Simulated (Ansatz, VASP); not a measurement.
One calculation of CaSe, two programs

```xyz
4
Lattice="5.0042 0.0000 0.0000 -2.5021 4.3338 0.0000 0.0000 0.0000 5.8783" Properties=species:S:1:pos:R:3 pbc="T T T"
Ca    0.0000    2.8892    5.4963
Ca    2.5021    1.4446    2.5571
Se    0.0000    2.8892    2.5570
Se    2.5021    1.4446    5.4961
```

Alike in both runs: task relaxation of cell and atoms; functional r2SCAN; k mesh 6 × 6 × 4; occupations gaussian, width 0.02 eV; no spin polarisation.

|  | VASP | Ansatz |
| --- | --- | --- |
| version | VASP 6.6.1 | Ansatz 0.2.0 |
| potentials or method | VASP PAW PBE potentials, release 64 (Ca_sv, Se), cutoff 600 eV | scalar-relativistic, plane waves, PAW |
| valence electrons in the cell | 32 | 52 |

VASP gave:

- gap on the k mesh at the Fermi level, each at its own relaxed structure (eV): 2.90
- relaxed volume (Å³/atom): 32.03
- relaxed length of the cell vector where the two differ most in proportion (Å): 5.013

Problem. Estimate Ansatz's values.

Solution. gap on the k mesh at the Fermi level, each at its own relaxed structure (eV): 2.89; relaxed volume (Å³/atom): 31.87; relaxed length of the cell vector where the two differ most in proportion (Å): 5.004.

VASP's potentials were made for PBE, not for r2SCAN. VASP's potentials hold 32 valence electrons a cell and Ansatz's 52, so a difference there can come from the potentials and not from the codes.
